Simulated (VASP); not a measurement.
Input of a VASP 6.6.1 run:

INCAR

```
SYSTEM = AlC18
ALGO = Normal
EDIFF = 1E-6
ENCUT = 520
GGA = PE
ISIF = 2
ISMEAR = 0
ISPIN = 2
IVDW = 12
LASPH = .TRUE.
LCHARG = .FALSE.
LORBIT = 11
LREAL = Auto
LWAVE = .FALSE.
MAGMOM = 0 0 0 0 0 0 0 0 0 0 0 0 0 0 0 0 0 0 1
NBANDS = 56
NELM = 150
PREC = Accurate
SIGMA = 0.02
```

File KPOINTS:

```
k-points
0
G
  2 2 1
  0 0 0
```

Contents of POSCAR:

```
AlC18
1.0
    7.3980000272      0.0000000157      0.0000000000
   -3.6990000000      6.4068559686      0.0000000000
    0.0000000000      0.0000000000     13.0000000000
C Al
18 1
Direct
    0.0044352693     -0.0044352693      0.0761403796
    0.2261143143      0.1072191531      0.0760840332
    0.0052770802      0.3301307938      0.0759386956
    0.2271986807      0.4410934395      0.0761760204
    0.0044334661      0.6638600047      0.0761828116
    0.2261166847      0.7738833153      0.0761075129
    0.3361399953     -0.0044334661      0.0761828116
    0.5580596898      0.1065290621      0.0759502568
    0.3372228483      0.3294380541      0.0760948949
    0.5589042257      0.4410957743      0.0761760410
    0.3372250516      0.6627749484      0.0761051626
    0.5589065605      0.7728013193      0.0761760204
    0.6698692062     -0.0052770802      0.0759386956
    0.8934783051      0.1065216949      0.0759059949
    0.6698612156      0.3301387844      0.0759434353
    0.8934709379      0.4419403102      0.0759502568
    0.6705619459      0.6627771517      0.0760948949
    0.8927808469      0.7738856857      0.0760840332
    0.7817955557      1.2182044443      0.2438450290
```

Potentials or basis: VASP PAW PBE potentials, release 64 (C, Al).

Command:

```console
$ cat potpaw_PBE.64/C/POTCAR potpaw_PBE.64/Al/POTCAR > POTCAR
$ mpirun -np 1 vasp_std > vasp.out
```

(1) Estimate the dispersion energy per atom.

(2) Predict the largest force.

(3) Predict the net moment.

Results:

(1) -0.094 eV.

(2) 0.011 eV/Å.

(3) 0.00 μB per cell.

Caveat: the k points lie up to 0.49 Å⁻¹ apart.
